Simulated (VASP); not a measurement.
Input of a VASP 6.6.1 run:

File INCAR:

```
SYSTEM = CO2
ALGO     = Normal         ! electronic algorithm
EDIFF    = 1E-6           ! SCF threshold, eV
EDIFFG   = -0.01          ! ionic threshold
ENCUT    = 600            ! plane-wave cutoff, eV
GGA      = PE             ! functional
IBRION   = 2              ! ionic algorithm
ISIF     = 3              ! what is computed and relaxed
ISMEAR   = -1             ! smearing method
IVDW     = 13             ! dispersion correction
LASPH    = .True.         ! aspherical terms in the spheres
LCHARG   = .False.        ! write CHGCAR
LREAL    = .False.        ! projectors in reciprocal space
LWAVE    = .False.        ! write WAVECAR
NELM     = 80             ! most SCF steps
NSW      = 60             ! ionic steps
PREC     = Accurate       ! precision mode
SIGMA    = 0.05           ! smearing width, eV
```

The input KPOINTS:

```
k-points
0
Gamma
  9 9 9
  0 0 0
```

File POSCAR:

```
CO2
1.0
   -1.9747270000      1.9747270000      3.0140580000
    1.9747270000     -1.9747270000      3.0140580000
    1.9747270000      1.9747270000     -3.0140580000
O C
4 2
Direct
    0.8750000000      0.9597980000      0.5847980000
    0.3750000000      0.2902020000      0.4152020000
    0.0402020000      0.6250000000      0.9152020000
    0.7097980000      0.1250000000      0.0847980000
    0.0000000000      0.0000000000      0.0000000000
    0.7500000000      0.2500000000      0.5000000000
```

Potentials or basis: VASP PAW PBE potentials, release 64 (O, C).

Command:

```sh
$ cat potpaw_PBE.64/O/POTCAR potpaw_PBE.64/C/POTCAR > POTCAR
$ mpirun -np 1 vasp_std > vasp.out
```

Question: What does it give for the relaxed cell?

Answer: a = 4.082 Å, b = 4.082 Å, c = 4.082 Å, α = 122.31°, β = 122.31°, γ = 86.04°.

Question: Estimate the space group after relaxing (to 0.1 Å).

Answer: I-42d (No. 122).

Question: What does it give for the band gap on the k mesh?

Answer: 7.66 eV (least direct gap 8.06 eV).

Question: What does it give for the dispersion energy per atom?

Answer: -0.128 eV.

Stress tensor (GPa, compression positive):
```
-0.13  0.00  0.00
 0.00 -0.13  0.00
 0.00  0.00  0.18
```

A k mesh can miss the band edges.
